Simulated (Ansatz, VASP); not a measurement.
## One calculation of SnO, two programs

```xyz
8
Lattice="2.5000 -2.8600 0.0000 2.5000 2.8600 0.0000 0.0000 0.0000 10.7864" Properties=species:S:1:pos:R:3 pbc="T T T"
Sn    0.0000    0.0000   -0.1198
Sn    0.0000    0.0000    5.2734
Sn    2.5000    0.0008    2.8918
Sn    2.5000   -0.0008    8.2850
O     3.7499   -1.4301    4.0827
O     1.2501    1.4301    9.4759
O     1.2501   -1.4301    4.0827
O     3.7499    1.4301    9.4759
```

Change from the starting cell: z stretched by -3 %, ions relaxed.

Alike in both runs: functional PBE; k mesh 8 × 8 × 3; occupations fermi-dirac, width 0.02 eV; no spin polarisation.

Ansatz relaxed the structure, and its values are those at the end. VASP's run is a single point on that final structure, the one shown.

```csv
,VASP,Ansatz
version,VASP 6.6.1,Ansatz 0.2.0
potentials or method,"VASP PAW PBE potentials, release 64 (Sn_d, O)","plane-wave PAW, scalar-relativistic"
plane-wave cutoff (eV),520,420
valence electrons in the cell,80,80
```

Ansatz gave:

- pressure (GPa): 2.4
- rms of the force components (eV/Å): 0.005

**Question.** Estimate VASP's values.

**Answer.** Pressure (GPa): 2.6; rms of the force components (eV/Å): 0.038.

The functional is the same, so the differences come from potentials, cutoffs and numerics. Ansatz's warnings: stress scf threshold loose.
